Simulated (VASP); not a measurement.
## FeO: single point with PBE

**Experimental background.**

From “W\"ustite: Electric, thermodynamic and optical properties of FeO”, 2012, arxiv:1203.1201, for a bulk crystal of FeO: band gap 2.4 eV (optical).

The system is FeO.

```xyz
4
Lattice="0.0000 4.3108 4.3108 2.1554 0.0000 2.1554 2.1554 2.1554 0.0000" Properties=species:S:1:pos:R:3 pbc="T T T"
Fe    0.0000    0.0000    0.0000
Fe    0.0000    2.1554    2.1554
O     2.1554    2.1554    2.1554
O     2.1554    4.3108    4.3108
```

```json
{"Program": "VASP 6.6.1", "Task": "single point", "Functional": "PBE", "Potentials or basis": "VASP PAW PBE potentials, release 64 (Fe, O)", "Cutoff": "520 eV", "k mesh": "5 × 10 × 10", "Occupations": "fermi-dirac, width 0.05 eV", "Spin": "collinear spin, ferromagnetic start", "Starting moments": "[4.0, 4.0, 0.0, 0.0] μB", "Dipole correction": "no", "Further INCAR settings": "ALGO = Normal; EDIFF = 1e-07; NBANDS = 26"}
```

```yaml
Pressure: -0.1 GPa
Band_gap_on_the_k_mesh: zero (filled and empty bands overlap)
Net_moment: 8.00 μB per cell
Site_moments: Fe +3.62; O +0.30 μB
Valence_electrons_inside_the_program's_atomic_spheres: Fe 6.73; O 4.99
```

Levels at points of the mesh, in eV from the Fermi level:
Spin up:
```tsv
k point	band 15	band 16	band 17	band 18	band 19	band 20	band 21	band 22
(0.00, 0.00, 0.00)	-3.07	-2.50	-0.35	-0.35	0.08	4.08	8.46	12.55
(0.00, 0.50, 0.00)	-2.80	-2.50	-0.35	-0.35	4.08	5.28	8.46	8.74
```
Spin down:
| k point | band 6 | band 7 | band 8 | band 9 | band 10 | band 11 | band 12 | band 13 | band 14 | band 15 |
| --- | --- | --- | --- | --- | --- | --- | --- | --- | --- | --- |
| (0.00, 0.00, 0.00) | -3.24 | -3.24 | -3.24 | -0.74 | -0.74 | -0.74 | 0.19 | 0.19 | 0.38 | 0.38 |
| (0.00, 0.50, 0.00) | -5.15 | -4.42 | -4.42 | -2.11 | 0.38 | 0.38 | 0.59 | 0.73 | 0.73 | 0.73 |

Wall time 2.4 min on 1 thread of Intel Xeon 6975P-C (shared host), peak memory 0.24 GiB.

Against the measured gap of FeO, 2.4 eV (optical; quoted in “W\"ustite: Electric, thermodynamic and optical properties of FeO”, 2012, arxiv:1203.1201), the calculated 0.00 eV is off by -2.40 eV. So large a miss can be the level of theory's own, or it may mean another phase, state or a wrong row. The value is that of PBE on a finite k mesh, which can miss the band edges, without temperature or zero-point motion. Semilocal functionals fall short of measured gaps as a rule. The run's magnetic order (collinear spin, ferromagnetic start) needn't be the measured crystal's.

Caveat: semilocal functionals often make such compounds metallic where correlation or magnetic order opens a gap, which also shifts bond lengths; only a ferromagnetic start was run, and an antiferromagnetic order may lie lower in energy.
